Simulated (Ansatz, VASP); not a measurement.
## FeCo: VASP beside Ansatz

```
Fe Co
1.0
     2.76456    0.00000    0.00000
     0.00000    2.76456    0.00000
     0.00000    0.00000    2.76456
Fe Co
1 1
Direct
  0.50000 0.50000 0.50000
  0.00000 0.00000 0.00000
```

Alike in both runs: task single point; functional LDA; k mesh 12 × 12 × 12; occupations fermi-dirac, width 0.1 eV; collinear spin.

|  | VASP | Ansatz |
| --- | --- | --- |
| version | VASP 6.6.1 | Ansatz 0.2.0 |
| potentials or method | VASP PAW LDA potentials, release 64 (Fe, Co) | PAW with Ansatz's default frozen-core files, scalar-relativistic |
| plane-wave cutoff (eV) | 600 | 420 |
| valence electrons in the cell | 17 | 33 |

Ansatz gave:

* pressure (GPa): 0.0
* net moment per atom (μB): 2.15
* size of the moment on the site where the two differ most (μB): 1.74

**Question.** Estimate VASP's values.

**Answer.** Pressure (GPa): -1.1; net moment per atom (μB): 2.11; size of the moment on the site where the two differ most (μB): 1.66.

LDA's correlation is that of Perdew and Zunger in VASP and of Perdew and Wang (1992) in Ansatz. Site moments also hang on the region over which each program counts them. VASP's potentials hold 17 valence electrons a cell and Ansatz's 33, so a difference there can come from the potentials and not from the codes. Ansatz's warnings: optics on partly filled bands.
